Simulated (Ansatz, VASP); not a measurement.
## MgS in VASP and in Ansatz

File POSCAR:

```
MgS
1.0
    0.0000000000      2.9121230042      2.7101022774
    2.9121230042      0.0000000000      2.7101022774
    2.9121230042      2.9121230042      0.0000000000
Mg S
1 1
Direct
    0.0000000000      0.0000000000      0.0000000000
    0.2500000000      0.2500000000      0.2500000000
```

File INCAR.step1:

```
PREC = Accurate ; ENCUT = 520
EDIFF = 1E-5 ; ISMEAR = 0
SIGMA = 0.01 ; LREAL = False
LASPH = True ; NELM = 60
ALGO = Normal ; ISIF = 2
LWAVE = True ; LCHARG = False
NBANDS = 11 ; GGA = PE
```

File INCAR.step2:

```
PREC = Accurate ; ENCUT = 520
EDIFF = 1E-6 ; ISMEAR = 0
SIGMA = 0.01 ; LREAL = False
LASPH = True ; NELM = 60
ALGO = Normal ; ISIF = 2
LWAVE = False ; LCHARG = False
GGA = PE ; LHFCALC = True
HFSCREEN = 0.2079 ; PRECFOCK = Normal
NBANDS = 11 ; ISTART = 1
```

Contents of KPOINTS:

```
regular mesh
0
Gamma
  6 6 6
```

Input for Ansatz:

```yaml
crystal:
  lattice:
    - [0.0, 2.9121230042, 2.7101022774]
    - [2.9121230042, 0.0, 2.7101022774]
    - [2.9121230042, 2.9121230042, 0.0]
  atoms:
    - { symbol: Mg, position: [0.0, 0.0, 0.0] }
    - { symbol: S, position: [0.25, 0.25, 0.25] }
kpoints:
  mp_grid: { grid: [6, 6, 6] }
  band_path:
    path:
      - [0.0, 0.0, 0.0]
      - [-0.5, -0.5, 0.0]
      - [-0.375, -0.375, 0.25]
      - [-0.375, 0.0, 0.375]
      - [0.0, 0.0, 0.5]
      - [-0.5, -0.25, 0.25]
    npoints: 1
hamiltonian:
  xc: hse06
scf:
  occupations: { method: fixed }
  n_extra_bands: 4
output:
  forces: true
  stress: true
  eigenvalues: true
```

Change from the starting cell: epitaxial_xy strain +2.9%.

Alike in both runs: task single point; functional HSE06; k mesh 6 × 6 × 6; no spin polarisation.

```csv
,VASP,Ansatz
version,VASP 6.6.1,Ansatz 0.2.0
potentials or method,"VASP PAW PBE potentials, release 64 (Mg, S)","plane waves, PAW"
plane-wave cutoff (eV),520,420
occupations,"gaussian, width 0.01 eV",fixed
valence electrons in the cell,8,16
```

Ansatz gave:

```
gap on the k mesh at the Fermi level (eV)                     : 4.32
pressure (GPa)                                                : -0.9
traceless stress, the component that is largest in VASP (GPa) : 0.92
```

What did VASP give for the same quantities?

gap on the k mesh at the Fermi level (eV): 4.31; pressure (GPa): -1.0; traceless stress, the component that is largest in VASP (GPa): 0.93.

VASP's potentials hold 8 valence electrons a cell and Ansatz's 16, so a difference there can come from the potentials and not from the codes. Ansatz's warnings: stress exchange threshold loose, stress scf threshold loose.
